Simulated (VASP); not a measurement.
Write the native input for VASP 6.6.1 that does the following.

```yaml
Task: single point
Functional: PBE
Potentials_or_basis: VASP PAW PBE potentials, release 64 (H, Pb_d, N, O)
Cutoff: 520 eV
k_mesh: 4 × 2 × 2
Occupations: gaussian, width 0.1 eV
Spin: no spin polarisation
Dipole_correction: no
Further_INCAR_settings: ALGO = Normal; EDIFF = 1e-06; NBANDS = 57
```

The structure of HPbNO4 lies in POSCAR:

```
HPbNO4
1.0
    0.0077523544     -4.1310126052     -0.0014058605
   -6.4740745277      0.0148178497      0.0542794757
    3.2526711401     -0.0095171571     -7.6830418266
H Pb N O
2 2 2 8
Direct
    0.4017736419      0.7798024830      0.4872435561
    0.8990883157      0.2205536161      0.5123218674
    0.8911632046      0.6942900408      0.7076305183
    0.3907228808      0.3061677314      0.2917338946
    0.1354919147      0.7979885588      0.2063365593
    0.6376060545      0.2018407447      0.7941323647
    0.4060611239      0.6708215462      0.5429750704
    0.0407877344      0.6075365360      0.1927247000
    0.0374493582      0.8834645550      0.1040220214
    0.3359079775      0.9106963896      0.3277153262
    0.9042270402      0.3293488546      0.4563363995
    0.5426221894      0.3918684588      0.8082591555
    0.5390722280      0.1151691341      0.8960391439
    0.8380263364      0.0904513510      0.6725294227
```

The input as run:

INCAR

```
PREC = Accurate
ENCUT = 520
EDIFF = 1E-6
ISMEAR = 0
SIGMA = 0.1
LREAL = False
LASPH = True
NELM = 100
ALGO = Normal
ISIF = 2
LWAVE = False
LCHARG = False
GGA = PE
NBANDS = 57
```

KPOINTS

```
Automatic mesh
0
Gamma
  4 2 2
```

Potentials or basis: VASP PAW PBE potentials, release 64 (H, Pb_d, N, O).

Run with:

```sh
$ cat potpaw_PBE.64/H/POTCAR potpaw_PBE.64/Pb_d/POTCAR potpaw_PBE.64/N/POTCAR potpaw_PBE.64/O/POTCAR > POTCAR
$ mpirun -np 1 vasp_std > vasp.out
```

Results of the run:

```
Pressure               : 0.5 GPa
Largest force          : 0.420 eV/Å
Band gap on the k mesh : 3.29 eV (least direct gap 3.38 eV)
```

Caveat: the k points lie up to 0.52 Å⁻¹ apart; the standard files for N, O and F lose accuracy on very short bonds; spin-orbit coupling is left out, which moves the levels of the heavy elements.

It took 6.2 min on 1 thread of Intel Xeon 8259CL, on a shared host, peak memory 0.36 GiB.
